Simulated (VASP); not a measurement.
Here is a VASP 6.6.1 calculation.

File INCAR:

```
ALGO = Normal ; EDIFF = 1E-6
ENCUT = 520 ; GGA = PE
ISIF = 2 ; ISMEAR = -1
LASPH = T ; LCHARG = F
LREAL = F ; LWAVE = F
NBANDS = 47 ; NELM = 60
PREC = Accurate ; SIGMA = 0.06122561905347299
```

KPOINTS

```
k-points
0
Gamma
  7 7 7
```

Contents of POSCAR:

```
Mg2O5
1.0
    5.2131068680      0.0000000000      0.0000000000
    0.0000000000      5.2131068680      0.0000000000
    0.0000000000      0.0000000000      5.2131068680
Mg O
4 10
Direct
    0.0000000000      0.0000000000      0.0000000000
    0.5000000000      0.5000000000      0.0000000000
    0.5000000000      0.0000000000      0.5000000000
    0.0000000000      0.5000000000      0.5000000000
    0.5000000000      0.0000000000      0.0000000000
    0.0000000000      0.5000000000      0.0000000000
    0.0000000000      0.0000000000      0.5000000000
    0.5000000000      0.5000000000      0.5000000000
    0.7500000000      0.7500000000      0.2500000000
    0.7500000000      0.2500000000      0.7500000000
    0.2500000000      0.7500000000      0.7500000000
    0.7500000000      0.2500000000      0.2500000000
    0.2500000000      0.7500000000      0.2500000000
    0.2500000000      0.2500000000      0.7500000000
```

Potentials or basis: VASP PAW PBE potentials, release 64 (Mg, O).

Run with:

```bash
$ cat potpaw_PBE.64/Mg/POTCAR potpaw_PBE.64/O/POTCAR > POTCAR
$ mpirun -np 1 vasp_std > vasp.out
```

Q: Estimate the band gap on the k mesh.

A: Zero (band 34 reaches 2.84 eV, above the bottom of band 35 at 2.59 eV).

Q: Estimate the pressure.

A: -2.9 GPa.
